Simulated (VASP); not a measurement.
Here is a VASP 6.6.1 calculation.

File INCAR:

```
SYSTEM = KBr
PREC     = Accurate       ! precision mode
ENCUT    = 520            ! plane-wave cutoff, eV
EDIFF    = 1E-6           ! SCF threshold, eV
ISMEAR   = 0              ! smearing method
SIGMA    = 0.05           ! smearing width, eV
LREAL    = .False.        ! projectors in reciprocal space
LASPH    = .True.         ! aspherical terms in the spheres
NELM     = 60             ! most SCF steps
ALGO     = Normal         ! electronic algorithm
ISIF     = 2              ! what is computed and relaxed
LWAVE    = .False.        ! write WAVECAR
LCHARG   = .False.        ! write CHGCAR
GGA      = PE             ! functional
NBANDS   = 15             ! bands
```

Contents of KPOINTS:

```
Automatic mesh
0
Gamma
  6 6 6
  0 0 0
```

Contents of POSCAR:

```
KBr
1.0
    0.0000000000      3.1937250000      3.2431125000
    3.1937250000      0.0000000000      3.2431125000
    3.1937250000      3.1937250000      0.0000000000
K Br
1 1
Direct
    0.0000000000      0.0000000000      0.0000000000
    0.5000000000      0.5000000000      0.5000000000
```

Potentials or basis: VASP PAW PBE potentials, release 64 (K_sv, Br).

Command:

```console
$ cat potpaw_PBE.64/K_sv/POTCAR potpaw_PBE.64/Br/POTCAR > POTCAR
$ mpirun -np 1 vasp_std > vasp.out
```

Question: Predict the pressure.

Answer: 2.5 GPa.

Question: Predict the band gap on the k mesh.

Answer: 4.66 eV, direct.

Stress tensor (GPa, compression positive):
```
2.73 0.00 0.00
0.00 2.73 0.00
0.00 0.00 1.98
```

Caveat: the cell differs from its parent crystal (strain -0.030 along x and y, -0.015 along z).
